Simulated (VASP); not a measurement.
Wanted: the native input for a VASP 6.6.1 run.

- Task: single point
- Functional: PBE
- Potentials or basis: VASP PAW PBE potentials, release 64 (Mn_pv, As)
- Cutoff: 520 eV
- k mesh: 12 × 12 × 8
- Occupations: gaussian, width 0.05 eV
- Spin: collinear spin, ferromagnetic start
- Starting moments: [3.14, 3.14, 0.0, 0.0] μB
- Dipole correction: no
- Further INCAR settings: ALGO = Normal; EDIFF = 1e-06; NBANDS = 30

The structure of MnAs lies in POSCAR:

```
MnAs
1.0
    3.6278268024      0.0000000000      0.0000000000
   -1.8139134012      3.1417901714      0.0000000000
    0.0000000000      0.0000000000      5.4754258878
Mn As
2 2
Direct
    0.0000000000      0.0000000000      0.0000000000
    0.0000000000      0.0000000000      0.5000000000
    0.3333333333      0.6666666667      0.2500000000
    0.6666666667      0.3333333333      0.7500000000
```

This cell differs from its parent crystal: volume scaled by 0.980.

The input as run:

INCAR

```
SYSTEM = MnAs
PREC     = Accurate       ! precision mode
ENCUT    = 520            ! plane-wave cutoff, eV
EDIFF    = 1E-6           ! SCF threshold, eV
ISMEAR   = 0              ! smearing method
SIGMA    = 0.05           ! smearing width, eV
LREAL    = .FALSE.        ! projectors in reciprocal space
LASPH    = .TRUE.         ! aspherical terms in the spheres
NELM     = 150            ! most SCF steps
ALGO     = Normal         ! electronic algorithm
ISIF     = 2              ! what is computed and relaxed
LWAVE    = .FALSE.        ! write WAVECAR
LCHARG   = .TRUE.         ! write CHGCAR
ISPIN    = 2              ! spin polarisation
MAGMOM   = 3.14 3.14 0 0  ! initial moments
LORBIT   = 11             ! projections on sites
LMAXMIX  = 4              ! l up to which the mixer works
GGA      = PE             ! functional
LELF     = .TRUE.         ! ELF
LVHAR    = .TRUE.       
NBANDS   = 30             ! bands
```

KPOINTS

```
Automatic mesh
0
G
  12 12 8
  0 0 0
```

Potentials or basis: VASP PAW PBE potentials, release 64 (Mn_pv, As).

Command:

```bash
$ cat potpaw_PBE.64/Mn_pv/POTCAR potpaw_PBE.64/As/POTCAR > POTCAR
$ mpirun -np 1 vasp_std > vasp.out
```

It gave:

```
Pressure                                              : 1.6 GPa
Net moment                                            : 5.50 μB per cell
Site moments                                          : Mn +2.82; As -0.11 μB
Valence electrons inside the program's atomic spheres : Mn 11.71; As 2.83
```

Caveat: only a ferromagnetic start was run, and an antiferromagnetic order may lie lower in energy.

Run time: 4.8 min on 1 thread of Intel Xeon 6975P-C (shared host), peak memory 0.38 GiB.
